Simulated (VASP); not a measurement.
# Be2Cl3 (P-3m1) in VASP: further runs

The runs below take Be2Cl3 through relaxation of cell and atoms, with PBE.

Program: VASP 6.6.1. These are calculated values, not measurements. Logs are shortened: lines on timing, memory, paths and dates and some standing lists are left out, and cuts for length are marked.

**1. The cell of the first run**

Symmetry: P-3m1, No. 164, trigonal system. The conventional cell has a = 4.069 Å, b = 4.069 Å, c = 6.331 Å, α = 90.00°, β = 90.00°, γ = 120.00°. Be (site symmetry 3m) has 7 Cl at 2.45 to 2.82 Å within 3.2 Å. Within 3.7 Å of Cl (site symmetry -3m) lie 6 Be at 2.82 Å and 6 Cl at 3.25 Å. Cl (site symmetry 3m) has 4 Be at 2.45 to 2.53 Å and 3 Cl at 2.98 Å within 3.2 Å.

**2. Relaxation of cell and atoms, PBE**

File INCAR:

```
SYSTEM = Be2Cl3
PREC     = Accurate       ! precision mode
ENCUT    = 600            ! plane-wave cutoff, eV
EDIFF    = 1E-6           ! SCF threshold, eV
ISMEAR   = 0              ! smearing method
SIGMA    = 0.1            ! smearing width, eV
LREAL    = .False.        ! projectors in reciprocal space
LASPH    = .True.         ! aspherical terms in the spheres
NELM     = 80             ! most SCF steps
ALGO     = Normal         ! electronic algorithm
ISIF     = 3              ! what is computed and relaxed
LWAVE    = .False.        ! write WAVECAR
LCHARG   = .False.        ! write CHGCAR
GGA      = PE             ! functional
IBRION   = 2              ! ionic algorithm
NSW      = 90             ! ionic steps
EDIFFG   = -0.04          ! ionic threshold
```

File KPOINTS:

```
Automatic mesh
0
Gamma
  6 6 4
  0 0 0
```

File POSCAR:

```
Be2Cl3
1.0
    4.0693660703      0.0000000000      0.0000000000
   -2.0346830351      3.5241743942      0.0000000000
    0.0000000000      0.0000000000      6.3312725916
Be Cl
2 3
Direct
    0.3333333333      0.6666666667      0.2450000000
    0.6666666667      0.3333333333      0.7550000000
    0.0000000000      0.0000000000      0.0000000000
    0.3333333333      0.6666666667      0.6450000000
    0.6666666667      0.3333333333      0.3550000000
```

Potentials or basis: VASP PAW PBE potentials, release 64 (Be, Cl).

Started as:

```console
$ cat potpaw_PBE.64/Be/POTCAR potpaw_PBE.64/Cl/POTCAR > POTCAR
$ mpirun -np 1 vasp_std > vasp.out
```

OUTCAR:

```text
SYSTEM = Be2Cl3
   PREC = Accurate
   ENCUT = 600
   EDIFF = 1E-6
   ISMEAR = 0
   LREAL = .False.
   LASPH = .True.
   NELM = 80
   ISIF = 3
   GGA = PE
   IBRION = 2
   NSW = 90
   EDIFFG = -0.04

 ion  position               nearest neighbor table
   1  0.333  0.667  0.245-   5 2.45   5 2.45   5 2.45
   2  0.667  0.333  0.755-   4 2.45   4 2.45   4 2.45
   3  0.000  0.000  0.000-
   4  0.333  0.667  0.645-   2 2.45   2 2.45   2 2.45
   5  0.667  0.333  0.355-   1 2.45   1 2.45   1 2.45

  LATTYP: Found a hexagonal cell.
 ALAT       =     4.0693660703
 C/A-ratio  =     1.5558375634

  Lattice vectors:

 A1 = (   4.0693660703,   0.0000000000,   0.0000000000)
 A2 = (  -2.0346830351,   3.5241743942,   0.0000000000)
 A3 = (   0.0000000000,   0.0000000000,   6.3312725916)

Analysis of symmetry for initial positions (statically):
=====================================================================
 Subroutine PRICEL returns:
 Original cell was already a primitive cell.

 Routine SETGRP: Setting up the symmetry group for a
 hexagonal supercell.

 Subroutine GETGRP returns: Found 12 space group operations
 (whereof 12 operations were pure point group operations)
 out of a pool of 24 trial point group operations.

The static configuration has the point symmetry D_3d.

Analysis of symmetry for dynamics (positions and initial velocities):
=====================================================================
 Subroutine PRICEL returns:
 Original cell was already a primitive cell.

 Routine SETGRP: Setting up the symmetry group for a
 hexagonal supercell.

 Subroutine GETGRP returns: Found 12 space group operations
 (whereof 12 operations were pure point group operations)
 out of a pool of 24 trial point group operations.

The dynamic configuration has the point symmetry D_3d.

 Subroutine INISYM returns: Found 12 space group operations
 (whereof 12 operations are pure point group operations),
 and found     1 'primitive' translations

----------------------------------------------------------------------------------------

                                     Primitive cell

  volume of cell :      90.7978

  direct lattice vectors                    reciprocal lattice vectors
     4.069366070  0.000000000  0.000000000     0.245738521  0.141877201  0.000000000
    -2.034683035  3.524174394  0.000000000     0.000000000  0.283754403  0.000000000
     0.000000000  0.000000000  6.331272592     0.000000000  0.000000000  0.157946129

  length of vectors
     4.069366070  4.069366070  6.331272592     0.283754403  0.283754403  0.157946129

  position of ions in fractional coordinates (direct lattice)
     0.333333333  0.666666667  0.245000000
     0.666666667  0.333333333  0.755000000
     0.000000000  0.000000000  0.000000000
     0.333333333  0.666666667  0.645000000
     0.666666667  0.333333333  0.355000000

  ion indices of the primitive-cell ions
   primitive index   ion index
                 1           1
                 2           2
                 3           3
                 4           4
                 5           5

----------------------------------------------------------------------------------------

 KPOINTS: Automatic mesh

Automatic generation of k-mesh.
 Grid dimensions read from file:
 generate k-points for:    6    6    4

 Generating k-lattice:

  Cartesian coordinates                     Fractional coordinates (reciprocal lattice)
     0.040956420  0.023646200  0.000000000     0.166666667 -0.000000000  0.000000000
     0.000000000  0.047292400  0.000000000     0.000000000  0.166666667  0.000000000
     0.000000000  0.000000000  0.039486532     0.000000000  0.000000000  0.250000000

  Length of vectors
     0.047292400  0.047292400  0.039486532

  Shift w.r.t. Gamma in fractional coordinates (k-lattice)
     0.000000000  0.000000000  0.000000000

 Subroutine IBZKPT returns following result:
 ===========================================

 Found     24 irreducible k-points:

 Following reciprocal coordinates:
            Coordinates               Weight
  0.000000  0.000000  0.000000      1.000000
  0.166667  0.000000  0.000000      6.000000
  0.333333  0.000000  0.000000      6.000000
  0.500000  0.000000  0.000000      3.000000
  0.166667  0.166667  0.000000      6.000000
  0.333333  0.166667  0.000000     12.000000
[... 16 lines left out ...]
  0.333333  0.166667  0.500000     12.000000
  0.333333  0.333333  0.500000      2.000000
   k-points           NKPTS =     24   k-points in BZ     NKDIM =     24   number of bands    NBANDS=     16
   number of dos      NEDOS =    301   number of ions     NIONS =      5
   total plane-waves  NPLWV =  69984
   dimension x,y,z NGX =    36 NGY =   36 NGZ =   54
   dimension x,y,z NGXF=    72 NGYF=   72 NGZF=  108
   ions per type =               2   3
   NGX,Y,Z   is equivalent  to a cutoff of  14.71, 14.71, 14.18 a.u.
   NGXF,Y,Z  is equivalent  to a cutoff of  29.41, 29.41, 28.36 a.u.
 SYSTEM =  Be2Cl3
   PREC   = accura    normal or accurate (medium, high low for compatibility)
   ISTART =      0    job   : 0-new  1-cont  2-samecut
   ICHARG =      2    charge: 1-file 2-atom 10-const
   ISPIN  =      1    spin polarized calculation?
   LNONCOLLINEAR =      F non collinear calculations
   LSORBIT =      F    spin-orbit coupling
   LASPH  =      T    aspherical Exc in radial PAW
   ENCUT  =  600.0 eV  44.10 Ry    6.64 a.u.   8.13  8.13 12.65*2*pi/ulx,y,z
   NELM   =     80;   NELMIN=  2; NELMDL= -5     # of ELM steps
   EDIFF  = 0.1E-05   stopping-criterion for ELM
   LREAL  =      F    real-space projection
   EDIFFG = -.4E-01   stopping-criterion for IOM
   NSW    =     90    number of steps for IOM
   IBRION =      2    ionic relax: 0-MD 1-quasi-New 2-CG
   NFREE  =      1    steps in history (QN), initial steepest desc. (CG)
   ISIF   =      3    stress and relaxation
   ISYM   =      2    0-nonsym 1-usesym 2-fastsym
   POTIM  = 0.5000    time-step for ionic-motion
   TEBEG  =    0.0;   TEEND  =   0.0 temperature during run
   PSTRESS=    0.0 pullay stress
   NELECT =      25.0000    total number of electrons
   NUPDOWN=      -1.0000    fix difference up-down
   EMIN   =  10.00;   EMAX   =-10.00  energy-range for DOS
   EFERMI =   0.00;   METHOD = LEGACY
   ISMEAR =     0;   SIGMA  =   0.10  broadening in eV -4-tet -1-fermi 0-gaus
   EFERMI_NEDOS =   21; number of points for ismear=-14 and -15
   IALGO  =     38    algorithm
   IMIX   =      4    mixing-type and parameters
     AMIX     =   0.40;   BMIX     =  1.00
     AMIX_MAG =   1.60;   BMIX_MAG =  1.00
  volume/ion in A,a.u.               =      18.16       122.55
  Fermi-wavevector in a.u.,A,eV,Ry     =   1.065033  2.012621 15.433028  1.134296
  Thomas-Fermi vector in A             =   2.200571
   LORBIT       =      0    0 simple, 1 ext, 2 COOP (PROOUT), +10 PAW based schemes
   GGA     = PE    functional components
   LHFCALC =     F    Hartree Fock is set to
   AEXX    =    0.0000 exact exchange contribution
   IVDW    =     0    specifies the selected vdW correction
   LEPSILON=     F    determine dielectric tensor
   LRPA    =     F    only Hartree local field effects (RPA)
 conjugate gradient relaxation of ions
 non-spin polarized calculation
 Gauss-broadening in eV      SIGMA  =   0.10
  energy-cutoff  :      600.00
  volume of cell :       90.80
 maximum number of plane-waves:      3042
 NGX is ok and might be reduce to    36
   NGX = 17   NGY = 17   NGZ = 25

--------------------------------------- Ionic step        1  -------------------------------------------

 number of electron      24.9999997 magnetization

 Free energy of the ion-electron system (eV)
  ---------------------------------------------------
  ext. energy  EPLUGINS =         0.00000000
  ---------------------------------------------------
  free energy    TOTEN  =       -13.43579052 eV

  energy without entropy =      -13.42088468  energy(sigma->0) =      -13.42833760

------------------------ aborting loop because EDIFF is reached ----------------------------------------

  FORCE on cell =-STRESS in cart. coord.  units (eV):
  Direction    XX          YY          ZZ          XY          YZ          ZX
  --------------------------------------------------------------------------------------
  -------------------------------------------------------------------------------------
  Total       -2.9477293     -2.9477293      0.4671557     -0.0000000      0.0000000      0.0000000
  in kB      -52.0143306    -52.0143306      8.2432231     -0.0000000      0.0000000      0.0000000
  external PRESSURE =     -31.9284794 kB  Pullay stress =       0.0000000 kB
[... 98 lines left out ...]
  FREE ENERGIE OF THE ION-ELECTRON SYSTEM (eV)
  ---------------------------------------------------
  free  energy   TOTEN  =       -13.9255137867 eV

  energy  without entropy=      -13.9171130645  energy(sigma->0) =      -13.92131343

 E-fermi :   8.4886     XC(G=0): -10.0078

 val. band max:        8.4833364003   @ k =   0.5000   0.0000   0.5000
 cond. band min:       8.4906253479   @ k =   0.1667   0.0000   0.5000
 fundamental gap:      0.0072889476
 Fermi energy:         8.4885805199

 k-point     1 :       0.0000    0.0000    0.0000
  band No.  band energies     occupation
      1     -12.7427      2.00000
      2     -11.9998      2.00000
      3      -9.6666      2.00000
      4      -0.6008      2.00000
      5      -0.4091      2.00000
      6       0.5944      2.00000
[... 433 lines left out ...]
      3      -9.1028      2.00000
      4      -2.3555      2.00000
      5      -2.1271      2.00000
      6      -2.1271      2.00000
[... 8 lines left out ...]
     15      11.9013      0.00000
     16      11.9013      0.00000

 E-fermi :   7.5319     XC(G=0):  -9.5293

 val. band max:        7.5012578511   @ k =  -0.1667   0.5000   0.2500
 cond. band min:       7.5729288251   @ k =   0.3333   0.1667   0.5000
 fundamental gap:      0.0716709740
 Fermi energy:         7.5319188702

 k-point     1 :       0.0000    0.0000    0.0000
  band No.  band energies     occupation
      1     -12.8570      2.00000
      2     -12.4278      2.00000
      3     -11.5367      2.00000
      4      -2.0547      2.00000
      5      -1.0859      2.00000
      6       1.2384      2.00000
[... 433 lines left out ...]
      3     -10.8154      2.00000
      4      -2.0973      2.00000
      5      -2.0960      2.00000
      6      -2.0960      2.00000
[... 8 lines left out ...]
     15       9.9066      0.00000
     16      10.5279      0.00000

[... ionic steps 4 to 23 ...]

--------------------------------------- Ionic step       24  -------------------------------------------

 number of electron      24.9999993 magnetization

------------------------ aborting loop because EDIFF is reached ----------------------------------------
[... 73 lines left out ...]
--------------------------------------- Ionic step       26  -------------------------------------------

 number of electron      24.9999993 magnetization

 Free energy of the ion-electron system (eV)
  ---------------------------------------------------
  ext. energy  EPLUGINS =         0.00000000
  ---------------------------------------------------
  free energy    TOTEN  =       -15.57305199 eV

  energy without entropy =      -15.56095598  energy(sigma->0) =      -15.56700399

 E-fermi :   6.8237     XC(G=0):  -9.1002

 val. band max:        6.8003288035   @ k =  -0.1667   0.5000   0.2500
 cond. band min:       6.8366544277   @ k =   0.3333   0.1667   0.5000
 fundamental gap:      0.0363256242
 Fermi energy:         6.8236786411

 k-point     1 :       0.0000    0.0000    0.0000
  band No.  band energies     occupation
      1     -13.4121      2.00000
      2     -13.0239      2.00000
      3     -12.2160      2.00000
      4      -2.8331      2.00000
      5      -1.3415      2.00000
      6       0.7155      2.00000
[... 477 lines left out ...]
  FREE ENERGIE OF THE ION-ELECTRON SYSTEM (eV)
  ---------------------------------------------------
  free  energy   TOTEN  =       -15.5730519931 eV

  energy  without entropy=      -15.5609559834  energy(sigma->0) =      -15.56700399

 reached required accuracy - stopping structural energy minimisation
```

Wall time 7.1 min (1 thread of Intel Xeon 6975P-C (Granite Rapids), shared host); peak memory 0.27 GiB.

What came out:

```yaml
Free_energy: -15.5731 eV
Relaxed_volume: 17.28 Å³/atom
Relaxed_cell: a = 3.345 Å, b = 3.345 Å, c = 8.917 Å, α = 90.00°, β = 90.00°, γ = 120.00°
Space_group_after_relaxing_to_0.05_Å: P-3m1 (No. 164)
Energy_gained_by_relaxing: 427.5 meV/atom
Ionic_steps: 26
Pressure_after_relaxing: 0.0 GPa
Largest_force_after_relaxing: 0.011 eV/Å
```

Forces in eV/Å, atoms in the order of the input:
```
Be   0.000  0.000  0.003
Be   0.000  0.000 -0.003
Cl   0.000  0.000  0.000
Cl   0.000  0.000  0.011
Cl   0.000  0.000 -0.011
```

The path:
```tsv
step	energy change (eV)	largest force (eV/Å)	pressure (GPa)	volume (Å³)
1	0.0000	0.6386	-3.19	90.80
2	-0.2039	0.6161	-1.98	86.09
3	-0.4897	0.7941	7.03	72.60
4	-0.5028	0.5258	2.82	76.59
5	-0.5140	0.6303	4.39	74.97
6	-0.6293	0.8242	5.16	74.36
7	-0.7305	1.3874	8.94	72.14
8	-0.8978	1.4511	7.34	73.81
9	-1.2493	1.5625	3.63	78.60
10	-1.3326	1.5370	-0.31	87.19
11	-1.4013	1.5698	1.12	83.26
12	-1.5824	1.4050	-0.22	84.30
13	-1.8821	0.6415	-3.48	87.44
14	-1.8881	0.4602	-3.99	87.99
15	-2.0119	0.3932	-2.13	83.56
16	-2.0412	0.4333	-0.41	80.32
17	-2.0666	0.2418	0.39	79.77
18	-2.0747	0.1999	1.19	79.26
19	-2.0916	0.1965	0.45	80.75
20	-2.1021	0.1930	-0.71	83.49
21	-2.1159	0.1535	-0.37	83.68
22	-2.1323	0.0466	0.60	84.17
23	-2.1325	0.0351	0.73	84.23
24	-2.1357	0.0922	-0.33	86.81
25	-2.1365	0.0532	-0.01	85.97
26	-2.1373	0.0109	-0.04	86.40
```

Final structure:
```xyz
5
Lattice="3.3450 0.0000 0.0000 -1.6725 2.8968 0.0000 0.0000 0.0000 8.9169" Properties=species:S:1:pos:R:3 pbc="T T T"
Be    0.0000    1.9312    1.5522
Be    1.6725    0.9656    7.3647
Cl    0.0000    0.0000    0.0000
Cl    0.0000    1.9312    6.2658
Cl    1.6725    0.9656    2.6510
```

Caveat: this functional lacks dispersion, which binds the layers, so the pressure and a relaxed spacing across them are unreliable; an odd number of electrons without spin polarisation forces a metal; a magnetic or distorted state may lie lower.

**3. Relaxation of cell and atoms, PBE**

This run uses another cell than the first one, of 17.59 Å³/atom, 0.968 times its volume.

File INCAR:

```
PREC = Accurate
ENCUT = 600
EDIFF = 1E-6
ISMEAR = 0
SIGMA = 0.1
LREAL = F
LASPH = T
NELM = 60
ALGO = Normal
ISIF = 3
LWAVE = F
LCHARG = F
GGA = PE
IBRION = 2
NSW = 100
EDIFFG = -0.01
```

File KPOINTS:

```
Automatic mesh
0
Gamma
  12 12 4
```

File POSCAR:

```
Be2Cl3
1.0
    3.3407279378      0.0000000000      0.0000000000
   -1.6703639689      2.8931552613      0.0000000000
    0.0000000000      0.0000000000      9.0979647950
Be Cl
2 3
Direct
    0.3333333333      0.6666666667      0.1705060670
    0.6666666667      0.3333333333      0.8294939330
    0.0000000000      0.0000000000      0.0000000000
    0.3333333333      0.6666666667      0.7087659324
    0.6666666667      0.3333333333      0.2912340676
```

Potentials or basis: VASP PAW PBE potentials, release 64 (Be, Cl).

Started as:

```console
$ cat potpaw_PBE.64/Be/POTCAR potpaw_PBE.64/Cl/POTCAR > POTCAR
$ mpirun -np 1 vasp_std > vasp.out
```

It took 12 min on 1 thread of Intel Xeon 6975P-C (Granite Rapids), shared host; peak memory 0.3 GiB.

Results (log left out):

```
Free energy                            : -15.5703 eV
Relaxed volume                         : 18.06 Å³/atom
Relaxed cell                           : a = 3.350 Å, b = 3.350 Å, c = 9.290 Å, α = 90.00°, β = 90.00°, γ = 120.00°
Space group after relaxing (to 0.05 Å) : P-3m1 (No. 164)
Energy gained by relaxing              : 0.4 meV/atom
Ionic steps                            : 24
Pressure after relaxing                : 0.0 GPa
Largest force after relaxing           : 0.008 eV/Å
```

Forces in eV/Å, atoms in the order of the input:
```
Be   0.000  0.000 -0.008
Be   0.000  0.000  0.008
Cl   0.000  0.000  0.000
Cl   0.000  0.000  0.004
Cl   0.000  0.000 -0.004
```

Stress tensor (GPa, compression positive):
```
 0.01  0.00  0.00
 0.00  0.01  0.00
 0.00  0.00 -0.06
```

Step by step:
```
step  energy change (eV)  largest force (eV/Å)  pressure (GPa)  volume (Å³)
   1              0.0000                0.0251            0.16        87.93
   2             -0.0005                0.0272            0.02        88.15
   3             -0.0007                0.0307           -0.14        88.44
   4             -0.0007                0.0301           -0.11        88.38
   5             -0.0009                0.0141           -0.04        88.28
   6             -0.0009                0.0158            0.01        88.23
   7             -0.0009                0.0162            0.01        88.22
   8             -0.0009                0.0105            0.02        88.22
   9             -0.0010                0.0155            0.04        88.23
  10             -0.0010                0.0168            0.04        88.28
  11             -0.0011                0.0187            0.01        88.41
  12             -0.0013                0.0223           -0.02        88.67
  13             -0.0016                0.0296           -0.10        89.19
  14             -0.0017                0.0439           -0.23        90.23
  15             -0.0017                0.0379           -0.19        89.89
  16             -0.0017                0.0372           -0.19        89.91
  17             -0.0018                0.0348           -0.17        89.97
  18             -0.0019                0.0298           -0.14        90.08
  19             -0.0021                0.0186           -0.08        90.31
  20             -0.0022                0.0255            0.03        90.77
  21             -0.0022                0.0193           -0.01        90.60
  22             -0.0022                0.0131           -0.05        90.46
  23             -0.0022                0.0117           -0.04        90.42
  24             -0.0022                0.0082           -0.01        90.31
```

Final structure:
```yaml
crystal:
  lattice:
    - [3.35041, 0.00000, 0.00000]
    - [-1.67520, 2.90154, 0.00000]
    - [0.00000, 0.00000, 9.28972]
  atoms:
    - { symbol: Be, position: [0.33333, 0.66667, 0.16614] }
    - { symbol: Be, position: [0.66667, 0.33333, 0.83386] }
    - { symbol: Cl, position: [0.00000, 0.00000, 0.00000] }
    - { symbol: Cl, position: [0.33333, 0.66667, 0.71614] }
    - { symbol: Cl, position: [0.66667, 0.33333, 0.28386] }
```

Levels at points of the mesh, in eV from the Fermi level:
```tsv
k point	band 9	band 10	band 11	band 12	band 13	band 14	band 15	band 16
(0.00, 0.00, 0.00)	-6.33	-6.06	-5.67	-5.67	-0.26	0.47	0.94	1.83
(0.50, 0.00, 0.00)	-7.50	-7.29	-6.34	-6.07	-1.20	0.90	1.13	2.62
(0.00, 0.00, 0.50)	-6.32	-6.32	-5.67	-5.67	0.19	0.56	0.69	1.82
(0.50, 0.00, 0.50)	-7.59	-7.31	-6.23	-6.06	-1.11	0.76	0.94	2.64
```

Caveat: this functional lacks dispersion, which binds the layers, so the pressure and a relaxed spacing across them are unreliable; an odd number of electrons without spin polarisation forces a metal; a magnetic or distorted state may lie lower.
